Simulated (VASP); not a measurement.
# Ga11CuP12 (a cell with a defect) in VASP: further runs, part 2 of 2

VASP 6.6.1. The steps go on from the part before.

### 3 Single point, PBEsol+U, collinear spin

INCAR reads:

```
SYSTEM = Ga11CuP12
ALGO     = Normal         ! electronic algorithm
EDIFF    = 1E-5           ! SCF threshold, eV
ENCUT    = 350            ! plane-wave cutoff, eV
GGA      = PS             ! functional
ISIF     = 2              ! what is computed and relaxed
ISMEAR   = 0              ! smearing method
ISPIN    = 2              ! spin polarisation
ISYM     = 0            
KPAR     = 2            
LASPH    = .True.         ! aspherical terms in the spheres
LCHARG   = .False.        ! write CHGCAR
LDAU     = .True.         ! DFT+U
LDAUJ    = 0 0 0        
LDAUL    = 2 -1 -1        ! shell
LDAUPRINT= 1            
LDAUTYPE = 2            
LDAUU    = 5 0 0          ! U, eV
LMAXMIX  = 4              ! l up to which the mixer works
LORBIT   = 11             ! projections on sites
LREAL    = Auto         
LWAVE    = .False.        ! write WAVECAR
MAGMOM   = 2 0 0 0 0 0 0 0 0 0 0 0 0 0 0 0 0 0 0 0 0 0 0 0 ! initial moments
NBANDS   = 129            ! bands
NELM     = 120            ! most SCF steps
PREC     = Accurate       ! precision mode
SIGMA    = 0.03           ! smearing width, eV
```

KPOINTS reads:

```
k-points
0
Gamma
  2 2 2
  0 0 0
```

POSCAR reads:

```
Ga11CuP12                               
1.0
    0.0000000000      8.1757500000      8.1757500000
    5.4505000000      0.0000000000      5.4505000000
    5.4505000000      5.4505000000      0.0000000000
  Cu              Ga              P             
     1    11    12
Direct
     0.9985365811390715    0.0006550261406407    0.0013206874077931
     0.0019460405873064    0.0024892818739523    0.4975110340615031
     0.0006784374349500    0.4992132746260755    0.0019046915452284
     0.0003769875593564    0.4986322795254134    0.4990607266311593
     0.3293333867264717    0.0018280038390721    0.0028010201584559
     0.3287170009268871    0.0017708273296045    0.5027135693112896
     0.3285737942107487    0.5026755517955601    0.0018750149981345
     0.3304926501841765    0.4994170993003335    0.5021940036407014
     0.6672303057892268    0.9999638975439791    0.0039933331297154
     0.6669718586819339    0.9985379244245189    0.4990837732526233
     0.6661281126133142    0.4930532360810041    0.0053930188661806
     0.6655458647745089    0.4975455577425451    0.5028845617318241
     0.0800252334888398    0.1227182284377579    0.1212335519755435
     0.0801970593110119    0.1220725142984197    0.6366707376911324
     0.0798525762104771    0.6360411476313523    0.1225133259334056
     0.0811782447857478    0.6265311594531286    0.6260373720077936
     0.4160309705399513    0.1256830708753819    0.1259855785338191
     0.4162553802224979    0.1235348846970921    0.6262555315323117
     0.4152985559442884    0.6249084096783957    0.1261954648208143
     0.4156417301426909    0.6247618763503365    0.6254446565976109
     0.7578725160787786    0.1182159081225841    0.1242089552952163
     0.7507071085417029    0.1219662075871482    0.6270086048108165
     0.7496924434204338    0.6230567355713712    0.1270899393707215
     0.7495271606856353    0.6220698970743365    0.6282338466961916
```

Potentials or basis: VASP PAW PBE potentials, release 64 (Cu, Ga_d, P).

Run with:

```
cat potpaw_PBE.64/Cu/POTCAR potpaw_PBE.64/Ga_d/POTCAR potpaw_PBE.64/P/POTCAR > POTCAR
mpirun -np 4 vasp_std > vasp.out
```

Run time: 11 min. Hardware: 4 MPI ranks of Intel Xeon Platinum 8488C (Sapphire Rapids), shared host; peak memory 0.46 GiB.

It converged, with:

* Free energy: -115.7319 eV
* Pressure: -1.8 GPa
* Largest force: 0.134 eV/Å
* Net moment: 0.37 μB per cell
* Site moments: Cu +0.05; Ga +0.00, +0.01, -0.00 (each value once); P +0.04, +0.02, -0.00, +0.01, +0.00 (each value once) μB
* Valence electrons inside the program's atomic spheres: Cu 10.18; Ga 11.71, 11.72 (each value once); P 2.48, 2.49, 2.52, 2.51, 2.50 (each value once)

Forces in eV/Å, atoms in the order of the input:
```
Cu   0.007 -0.025 -0.022
Ga   0.054 -0.079 -0.057
Ga   0.045 -0.023 -0.081
Ga   0.081 -0.065 -0.081
Ga  -0.044  0.025  0.022
Ga  -0.024  0.031  0.026
Ga  -0.008  0.038  0.011
Ga  -0.054  0.065  0.083
Ga  -0.017  0.009  0.010
Ga  -0.007 -0.029  0.034
Ga  -0.011  0.009  0.014
Ga  -0.022  0.029  0.050
P   -0.062  0.000 -0.031
P   -0.007  0.129 -0.035
P   -0.002 -0.037  0.121
P   -0.025  0.034  0.020
P   -0.019 -0.027 -0.036
P    0.066 -0.023 -0.040
P    0.045 -0.027 -0.017
P    0.030 -0.047 -0.054
P   -0.008  0.033  0.055
P    0.006 -0.014 -0.004
P   -0.005 -0.012 -0.004
P   -0.018  0.008  0.015
```

Stress tensor (GPa, compression positive):
```
-1.59  0.08  0.07
 0.08 -1.90 -0.07
 0.07 -0.07 -1.87
```

Levels at points of the mesh, in eV from the Fermi level:
Spin up:
| k point | band 106 | band 107 | band 108 | band 109 | band 110 | band 111 |
| --- | --- | --- | --- | --- | --- | --- |
| (0.00, 0.00, 0.00) | 0.41 | 0.49 | 0.49 | 1.74 | 1.77 | 1.86 |
| (0.50, 0.00, 0.00) | -0.18 | 0.28 | 0.30 | 1.71 | 1.79 | 1.80 |
| (0.00, 0.50, 0.00) | -0.49 | -0.04 | -0.01 | 2.25 | 2.30 | 2.35 |
| (0.00, 0.00, 0.50) | -0.49 | -0.04 | -0.01 | 2.24 | 2.30 | 2.36 |
| (0.50, 0.00, 0.50) | -0.64 | -0.56 | -0.14 | 2.51 | 2.53 | 2.67 |
| (0.50, 0.50, 0.00) | -0.64 | -0.55 | -0.14 | 2.51 | 2.54 | 2.67 |
| (0.00, 0.50, 0.50) | -0.46 | -0.44 | 0.03 | 2.31 | 2.35 | 2.66 |
| (0.50, 0.50, 0.50) | -0.65 | -0.22 | -0.18 | 2.47 | 2.60 | 2.85 |
Spin down:
```csv
k point,band 104,band 105,band 106,band 107,band 108,band 109
"(0.00, 0.00, 0.00)",-0.35,-0.32,0.46,0.52,0.54,1.74
"(0.50, 0.00, 0.00)",-0.62,-0.17,-0.16,0.34,0.34,1.71
"(0.00, 0.50, 0.00)",-0.91,-0.50,-0.48,0.01,0.05,2.25
"(0.00, 0.00, 0.50)",-0.91,-0.50,-0.48,0.02,0.05,2.25
"(0.50, 0.00, 0.50)",-1.12,-0.99,-0.63,-0.49,-0.08,2.51
"(0.50, 0.50, 0.00)",-1.12,-0.98,-0.63,-0.49,-0.08,2.51
"(0.00, 0.50, 0.50)",-0.99,-0.97,-0.43,-0.38,0.06,2.32
"(0.50, 0.50, 0.50)",-0.91,-0.75,-0.63,-0.16,-0.14,2.48
```

Eigenvalues of the final occupation matrices:
```tsv
site	spin	trace	eigenvalues
site 1 d	1	4.67	0.92 0.93 0.94 0.94 0.94
site 1 d	2	4.63	0.91 0.91 0.93 0.94 0.94
```

Caveat: the k points lie up to 0.50 Å⁻¹ apart; the cutoff is under 1.25 times the usual one of these potentials, so pressure, stress and relaxed cells hold a basis-set (Pulay) error; the PAW data sets were made with another functional, which shifts forces and pressure a little; the U is typed as a test and isn't derived for this compound.

### 4 Single point, PBEsol+U, collinear spin

Edit INCAR of step 3 so:

```diff
@@ -17,3 +17,3 @@
 LDAUTYPE = 2            
-LDAUU    = 5 0 0          ! U, eV
+LDAUU    = 7 0 0          ! U, eV
 LMAXMIX  = 4              ! l up to which the mixer works
@@ -25,2 +25,3 @@
 NELM     = 120            ! most SCF steps
+NUPDOWN  = 2              ! fixed moment
 PREC     = Accurate       ! precision mode
```

KPOINTS is that of step 3.

POSCAR is that of step 3.

Run with:

```
cat potpaw_PBE.64/Cu/POTCAR potpaw_PBE.64/Ga_d/POTCAR potpaw_PBE.64/P/POTCAR > POTCAR
mpirun -np 4 vasp_std > vasp.out
```

Wall time 9.8 min (4 MPI ranks of Intel Xeon Platinum 8488C (Sapphire Rapids), shared host); peak memory 0.47 GiB.

It converged, with:

| Property | Result |
| --- | --- |
| Free energy | -114.8434 eV |
| Pressure | -1.7 GPa |
| Largest force | 0.029 eV/Å |
| Net moment | 2.00 μB per cell |
| Site moments | Cu +0.22; Ga +0.02, +0.01 (each value once); P +0.16, +0.15, +0.01, +0.07, +0.04, +0.02, +0.11, +0.03 (each value once) μB |
| Valence electrons inside the program's atomic spheres | Cu 10.23; Ga 11.71, 11.72 (each value once); P 2.49, 2.53, 2.51, 2.52, 2.50 (each value once) |

Forces on the atoms (eV/Å):
```
Cu   0.005  0.000 -0.001
Ga   0.000  0.001 -0.020
Ga  -0.013  0.016 -0.005
Ga  -0.011  0.013 -0.001
Ga  -0.001  0.001 -0.008
Ga  -0.001  0.001  0.001
Ga   0.014  0.012 -0.023
Ga   0.001  0.003  0.022
Ga  -0.003  0.002 -0.001
Ga  -0.002 -0.026  0.009
Ga  -0.007 -0.012  0.009
Ga   0.010 -0.009  0.012
P   -0.003  0.018 -0.001
P   -0.008 -0.002  0.007
P   -0.002  0.006 -0.006
P   -0.010  0.008 -0.005
P   -0.010  0.003 -0.004
P    0.014 -0.002 -0.005
P   -0.002  0.006  0.008
P    0.005  0.005 -0.003
P    0.011 -0.022  0.007
P    0.006 -0.006 -0.010
P   -0.003 -0.019  0.006
P    0.010  0.004  0.012
```

Eigenvalues of the final occupation matrices:
```csv
site,spin,trace,eigenvalues
site 1 d,1,4.77,0.95 0.95 0.96 0.96 0.96
site 1 d,2,4.61,0.90 0.90 0.92 0.95 0.95
```

Caveat: the k points lie up to 0.50 Å⁻¹ apart; the cutoff is under 1.25 times the usual one of these potentials, so pressure, stress and relaxed cells hold a basis-set (Pulay) error; the PAW data sets were made with another functional, which shifts forces and pressure a little; the total moment is fixed, so each spin has its own Fermi level; the U is typed as a test and isn't derived for this compound.

### 5 Single point, PBEsol+U, collinear spin

Edit INCAR of step 4 so:

```diff
@@ -9,3 +9,3 @@
 ISYM     = 0            
-KPAR     = 2            
+KPAR     = 4            
 LASPH    = .True.         ! aspherical terms in the spheres
@@ -17,3 +17,3 @@
 LDAUTYPE = 2            
-LDAUU    = 7 0 0          ! U, eV
+LDAUU    = 5 0 0          ! U, eV
 LMAXMIX  = 4              ! l up to which the mixer works
```

KPOINTS reads:

```
k-points
0
Gamma
  2 3 3
  0 0 0
```

POSCAR is that of step 4.

Run with:

```
cat potpaw_PBE.64/Cu/POTCAR potpaw_PBE.64/Ga_d/POTCAR potpaw_PBE.64/P/POTCAR > POTCAR
mpirun -np 4 vasp_std > vasp.out
```

Run time: 10 min. Hardware: 4 MPI ranks of Intel Xeon Platinum 8488C (Sapphire Rapids), shared host; peak memory 0.83 GiB.

It converged, with:

- Free energy: -116.0860 eV
- Pressure: -1.8 GPa
- Largest force: 0.164 eV/Å
- Net moment: 2.00 μB per cell
- Site moments: Cu +0.24; Ga +0.02, +0.01 (each value once); P +0.14, +0.13, +0.03, +0.07, +0.04, +0.12 (each value once) μB
- Valence electrons inside the program's atomic spheres: Cu 10.18; Ga 11.71, 11.72 (each value once); P 2.49, 2.52, 2.51 (each value once)

Forces in eV/Å, atoms in the order of the input:
```
Cu  -0.092  0.084  0.085
Ga   0.004  0.043  0.128
Ga  -0.011  0.159  0.038
Ga  -0.155  0.027  0.008
Ga  -0.021  0.023  0.017
Ga  -0.018  0.031  0.003
Ga  -0.006  0.018  0.013
Ga  -0.021  0.036  0.049
Ga  -0.073  0.037  0.038
Ga  -0.036  0.047  0.044
Ga  -0.044  0.025  0.083
Ga  -0.031  0.037  0.051
P    0.034 -0.090 -0.115
P    0.084 -0.049 -0.111
P    0.096 -0.116 -0.052
P    0.012 -0.021 -0.034
P    0.027 -0.029 -0.033
P    0.035 -0.050 -0.029
P    0.017 -0.020 -0.040
P    0.052 -0.034 -0.037
P    0.048 -0.030 -0.010
P    0.031 -0.048 -0.050
P    0.021 -0.060 -0.035
P    0.048 -0.021 -0.011
```

Stress tensor (GPa, compression positive):
```
-1.80 -0.05 -0.08
-0.05 -1.79  0.06
-0.08  0.06 -1.75
```

Eigenvalues of the final occupation matrices:
```
    site  spin  trace               eigenvalues
site 1 d     1   4.74  0.94 0.94 0.95 0.95 0.95
site 1 d     2   4.57  0.88 0.90 0.90 0.94 0.94
```

Caveat: the cutoff is under 1.25 times the usual one of these potentials, so pressure, stress and relaxed cells hold a basis-set (Pulay) error; the PAW data sets were made with another functional, which shifts forces and pressure a little; the total moment is fixed, so each spin has its own Fermi level; the U is typed as a test and isn't derived for this compound.

### 6 Single point, PBEsol+U, collinear spin, zero start

Edit INCAR of step 5 so:

```diff
@@ -9,3 +9,3 @@
 ISYM     = 0            
-KPAR     = 4            
+KPAR     = 2            
 LASPH    = .True.         ! aspherical terms in the spheres
@@ -22,6 +22,6 @@
 LWAVE    = .False.        ! write WAVECAR
-MAGMOM   = 2 0 0 0 0 0 0 0 0 0 0 0 0 0 0 0 0 0 0 0 0 0 0 0 ! initial moments
+MAGMOM   = 0 0 0 0 0 0 0 0 0 0 0 0 0 0 0 0 0 0 0 0 0 0 0 0 ! initial moments
 NBANDS   = 129            ! bands
 NELM     = 120            ! most SCF steps
-NUPDOWN  = 2              ! fixed moment
+NUPDOWN  = 0              ! fixed moment
 PREC     = Accurate       ! precision mode
```

KPOINTS reads:

```
k-points
0
Gamma
  2 2 2
  0 0 0
```

POSCAR is that of step 5.

Potentials or basis: VASP PAW PBE potentials, release 64 (Cu, Ga_d, P).

Run with:

```
cat potpaw_PBE.64/Cu/POTCAR potpaw_PBE.64/Ga_d/POTCAR potpaw_PBE.64/P/POTCAR > POTCAR
mpirun -np 4 vasp_std > vasp.out
```

Wall time 9.4 min (4 MPI ranks of Intel Xeon Platinum 8488C (Sapphire Rapids), shared host); peak memory 0.46 GiB.

Results (log left out):

- Free energy: -115.7310 eV
- Pressure: -1.9 GPa
- Largest force: 0.155 eV/Å
- Net moment: 0.00 μB per cell
- Valence electrons inside the program's atomic spheres: Cu 10.18; Ga 11.71, 11.72 (each value once); P 2.48, 2.49, 2.52, 2.51, 2.50 (each value once)

Forces on the atoms (eV/Å):
```
Cu   0.004 -0.049 -0.041
Ga   0.049 -0.090 -0.070
Ga   0.045 -0.037 -0.088
Ga   0.086 -0.065 -0.082
Ga  -0.053  0.008  0.010
Ga  -0.028  0.019  0.023
Ga  -0.008  0.034  0.002
Ga  -0.056  0.066  0.084
Ga  -0.021 -0.006 -0.002
Ga  -0.011 -0.048  0.032
Ga  -0.011  0.006 -0.001
Ga  -0.022  0.029  0.050
P   -0.057  0.017 -0.018
P   -0.009  0.154 -0.021
P   -0.009 -0.024  0.139
P   -0.025  0.034  0.020
P   -0.019 -0.013 -0.025
P    0.073 -0.015 -0.040
P    0.048 -0.026 -0.010
P    0.029 -0.048 -0.054
P    0.010  0.059  0.074
P    0.009 -0.006  0.002
P   -0.005 -0.006  0.002
P   -0.018  0.009  0.016
```

Stress tensor (GPa, compression positive):
```
-1.65  0.06  0.05
 0.06 -2.00 -0.07
 0.05 -0.07 -1.97
```

Eigenvalues of the final occupation matrices:
```csv
site,spin,trace,eigenvalues
site 1 d,1,4.66,0.92 0.92 0.94 0.94 0.94
site 1 d,2,4.66,0.92 0.92 0.94 0.94 0.94
```

Caveat: the k points lie up to 0.50 Å⁻¹ apart; the cutoff is under 1.25 times the usual one of these potentials, so pressure, stress and relaxed cells hold a basis-set (Pulay) error; the PAW data sets were made with another functional, which shifts forces and pressure a little; the total moment is fixed, so each spin has its own Fermi level; the U is typed as a test and isn't derived for this compound.

### 7 Summary

| task | spin | U | fixed moment (μB) | cell | k mesh | pressure (GPa) | moment (μB) | largest force (eV/Å) |
| --- | --- | --- | --- | --- | --- | --- | --- | --- |
| relaxation of the atoms | collinear | Cu d U = 5 eV | 2 | atoms relaxed, atomic positions A | 2 × 2 × 2 | -1.6 | 2.00 | 0.02 |
| single point | collinear | Cu d U = 5 eV | - | as given, atomic positions B | 2 × 2 × 2 | -1.8 | 0.37 | 0.13 |
| single point | collinear | Cu d U = 7 eV | 2 | as given, atomic positions B | 2 × 2 × 2 | -1.7 | 2.00 | 0.03 |
| single point | collinear | Cu d U = 5 eV | 2 | as given, atomic positions B | 2 × 3 × 3 | -1.8 | 2.00 | 0.16 |
| single point | collinear, zero start | Cu d U = 5 eV | 0 | as given, atomic positions B | 2 × 2 × 2 | -1.9 | 0.00 | 0.16 |

Alike in all rows: level PBEsol+U; potentials or basis VASP PAW PBE potentials, release 64 (Cu, Ga_d, P); cutoff (eV) 350; smearing gaussian 0.03 eV.

Caveats: some runs use coarse meshes; the cutoff is under 1.25 times the usual one of these potentials, so pressure, stress and relaxed cells hold a basis-set (Pulay) error; the PAW data sets were made with another functional, which shifts forces and pressure a little; the U is typed as a test and isn't derived for this compound; the total moment is fixed, so each spin has its own Fermi level (at least some runs).

Total energies depend on the potentials used, so only differences within one code and one set of settings carry meaning.
